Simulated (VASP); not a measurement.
## GaN: single point with PBE

GaN:

```
Ga N
1.0
     0.00000    2.24895    2.24895
     2.24895    0.00000    2.24895
     2.24895    2.24895    0.00000
Ga N
1 1
Cartesian
  0.0000 0.0000 0.0000
  1.1245 1.1245 1.1245
```

```yaml
Program: VASP 6.6.1
Task: single point
Functional: PBE
Potentials_or_basis: VASP PAW PBE potentials, release 64 (Ga_d, N)
Cutoff: 520 eV
k_mesh: 10 × 10 × 10
Occupations: fermi-dirac, width 0.02 eV
Spin: no spin polarisation
```

```
Pressure               : 6.3 GPa
Band gap on the k mesh : 1.76 eV, direct
```

Levels at points of the mesh, in eV from the valence-band top:
| k point | band 6 | band 7 | band 8 | band 9 | band 10 | band 11 | band 12 | band 13 |
| --- | --- | --- | --- | --- | --- | --- | --- | --- |
| (0.00, 0.00, 0.00) | -13.12 | 0.00 | 0.00 | 0.00 | 1.76 | 10.34 | 10.34 | 10.34 |
| (0.50, 0.00, 0.00) | -11.88 | -7.08 | -0.98 | -0.98 | 4.68 | 8.76 | 10.40 | 10.40 |
| (0.50, 0.50, 0.00) | -11.45 | -6.15 | -2.72 | -2.72 | 3.35 | 6.70 | 11.75 | 14.03 |

Run time: 21 s on 1 thread of Intel Xeon 8259CL, with other jobs on the host, peak memory 0.15 GiB.

As with any semilocal functional, this PBE gap is likely too small.
